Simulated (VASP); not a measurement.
Crystal: Si.

```
Si
1.0
    -2.25100    2.36850    1.27500
     2.25100   -2.36850    1.27500
     2.25100    2.36850   -1.27500
Si
2
Direct
  0.30700 0.05700 0.25000
  0.69300 0.94300 0.75000
```

Base run:

```yaml
Program: VASP 6.6.1
Functional: PBE
Potentials_or_basis: VASP PAW PBE potentials, release 64 (Si)
Cutoff: 500 eV
k_mesh: 10 × 10 × 10
Occupations: fermi-dirac, width 0.1 eV
Spin: no spin polarisation
```

Its results: band gap on the k mesh zero (bands 4 and 5 overlap by 6.64 eV); pressure 15.8 GPa; largest force 0.005 eV/Å.

**Question.** The run is repeated on the same cell with these changes: k mesh from 10 × 10 × 10 to 3 × 3 × 3. What comes out?

**Answer.** Band gap on the k mesh zero (bands 4 and 5 overlap by 6.04 eV); pressure 14.2 GPa; largest force 0.121 eV/Å.

Caveats: some runs use coarse meshes; the cell stands under pressure (at least some runs).
